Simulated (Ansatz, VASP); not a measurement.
## P: VASP beside Ansatz

```
CELL_PARAMETERS angstrom
1.47599 -2.63004 0.00000
1.47599 2.63004 0.00000
0.00000 0.00000 2.62716
ATOMIC_POSITIONS crystal
P 0.00000 0.00000 0.00000
```

Alike in both runs: task relaxation of cell and atoms; functional PBE; k mesh 6 × 6 × 6; occupations gaussian, width 0.1 eV; no spin polarisation.

|  | VASP | Ansatz |
| --- | --- | --- |
| version | VASP 6.6.1 | Ansatz 0.2.0 |
| potentials or method | VASP PAW PBE potentials, release 64 (P), cutoff 600 eV | scalar-relativistic, plane waves, PAW |
| valence electrons in the cell | 5 | 5 |

|  | VASP | Ansatz | Ansatz less VASP |
| --- | --- | --- | --- |
| gap on the k mesh at the Fermi level, each at its own relaxed structure (eV) | none | none | - |
| relaxed volume (Å³/atom) | 14.54 | 15.05 | +0.513 |
| relaxed length of the cell vector where the two differ most in proportion (Å) | 2.594 | 2.697 | +0.1030 |

A gap of «none» marks a metal or a gap that the smearing closes.

The k mesh is coarse, so the values compare programs but aren't converged. Noted on VASP's run: the volume moved by over 15 % at a fixed basis, so the end points are rough.
